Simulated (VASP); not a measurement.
Wanted: the native input for a VASP 6.6.1 run.

| Item | Value |
| --- | --- |
| Task | single point |
| Functional | PBE |
| Potentials or basis | VASP PAW PBE potentials, release 64 (Au) |
| Cutoff | 520 eV |
| k mesh | 11 × 11 × 11 |
| Occupations | gaussian, width 0.021 eV |
| Spin | no spin polarisation |
| Dipole correction | no |
| Further INCAR settings | ALGO = Fast; EDIFF = 1e-06; NBANDS = 12 |

The structure of Au lies in POSCAR:

```
Au
1.0
   -1.6572690000      1.6572690000      1.6572690000
    1.6572690000     -1.6572690000      1.6572690000
    1.6572690000      1.6572690000     -1.6572690000
Au
1
Direct
    0.0000000000      0.0000000000      0.0000000000
```

These files were run (other wordings do the same):

INCAR

```
SYSTEM = Au
PREC     = Accurate       ! precision mode
ENCUT    = 520            ! plane-wave cutoff, eV
EDIFF    = 1E-6           ! SCF threshold, eV
ISMEAR   = 0              ! smearing method
SIGMA    = 0.020999999999999998 ! smearing width, eV
LREAL    = .FALSE.        ! projectors in reciprocal space
LASPH    = .TRUE.         ! aspherical terms in the spheres
NELM     = 60             ! most SCF steps
ALGO     = Fast           ! electronic algorithm
ISIF     = 2              ! what is computed and relaxed
LWAVE    = .FALSE.        ! write WAVECAR
LCHARG   = .FALSE.        ! write CHGCAR
GGA      = PE             ! functional
NBANDS   = 12             ! bands
```

KPOINTS

```
Automatic mesh
0
G
  11 11 11
  0 0 0
```

Potentials or basis: VASP PAW PBE potentials, release 64 (Au).

Command:

```console
$ cat potpaw_PBE.64/Au/POTCAR > POTCAR
$ mpirun -np 1 vasp_std > vasp.out
```

It gave:

The pressure is -1.0 GPa.

Wall time 16 s on 1 thread of Intel Xeon 8259CL, with other jobs on the host, peak memory 0.14 GiB.
